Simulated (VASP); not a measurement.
TiAl3, 8 atoms in the cell. Symmetry: Amm2, No. 38, orthorhombic system. Conventional cell: a = 3.948 Å, b = 7.896 Å, c = 7.896 Å, α = 90.00°, β = 90.00°, γ = 90.00°. Within 3.6 Å of Ti (site symmetry m) lie 12 Al at 2.76 to 2.84 Å. Within 3.3 Å of Al (site symmetry mm2) lie 8 Al at 2.53 to 3.05 Å and 4 Ti at 2.76 Å. Al (site symmetry mm2) has 8 Al at 2.53 to 3.05 Å and 4 Ti at 2.84 Å within 3.3 Å. Al (site symmetry m) has 8 Al at 2.53 to 3.05 Å and 4 Ti at 2.79 to 2.80 Å within 3.3 Å. Al (site symmetry mm2) has 8 Al at 2.64 to 2.69 Å and 4 Ti at 2.78 to 2.80 Å within 3.5 Å. Within 3.7 Å of Al (site symmetry mm2) lie 4 Ti at 2.78 to 2.80 Å and 8 Al at 2.90 to 2.95 Å.  This cell differs from its parent crystal: atoms displaced along several vibrational modes.

- Program: VASP 6.6.1
- Task: single point
- Functional: PBEsol
- Potentials or basis: VASP PAW PBE potentials, release 64 (Ti_sv, Al)
- Cutoff: 550 eV
- k mesh: 10 × 8 × 8
- Occupations: gaussian, width 0.15 eV
- Spin: no spin polarisation
- Dipole correction: no
- Second try: not_converged
- Further INCAR settings: ALGO = All; EDIFF = 1e-06; NBANDS = 31

Potentials or basis: VASP PAW PBE potentials, release 64 (Ti_sv, Al).

Launch:

```sh
$ cat potpaw_PBE.64/Ti_sv/POTCAR potpaw_PBE.64/Al/POTCAR > POTCAR
$ mpirun -np 4 vasp_std > vasp.out
```

Hardware: 4 MPI ranks on Intel(R) Xeon(R) Platinum 8259CL CPU @ 2.50GHz (Skylake/Cascade Lake) (shared host).

**Question.** Estimate the wall time of this run.

**Answer.** Run time: 3.5 min on 4 MPI ranks on Intel(R) Xeon(R) Platinum 8259CL CPU @ 2.50GHz (Skylake/Cascade Lake), on a shared host, peak memory 0.98 GiB a rank. Counts: scf iterations 28, k points 126.
